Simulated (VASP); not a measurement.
Runs of VASP 6.6.1 on NbH. The structure is that of space group I4/mmm (No. 139), or close to it. The cells are those of the table. 

```csv
cell,gap on the mesh (eV),pressure (GPa)
"a = 3.017 Å, angles 115.6, 115.6, 97.7°, 2 atoms",none,-7.9
"a = 2.976 Å, angles 115.6, 115.6, 97.7°, 2 atoms",none,(a)
"a = 3.057 Å, angles 115.6, 115.6, 97.7°, 2 atoms",none,-14.1
"a = 3.095 Å, angles 115.6, 115.6, 97.7°, 2 atoms",none,-19.2
"a = 2.934 Å, angles 115.6, 115.6, 97.7°, 2 atoms",none,(b)
```

Alike in all rows: task single point; level PBEsol; potentials or basis VASP PAW PBE potentials, release 64 (Nb_sv, H); no spin polarisation; k mesh 13 × 13 × 13; cutoff (eV) 520; smearing fermi-dirac 0.1 eV.

Q: Estimate the missing entries.

A: (a) -0.3; (b) 9.1.

Caveats: the PAW data sets were made with another functional, which shifts forces and pressure a little.

A k mesh can miss the band edges, and the runs leave out spin-orbit coupling on Nb.

A gap of «none» marks levels without a gap at the run's occupations.
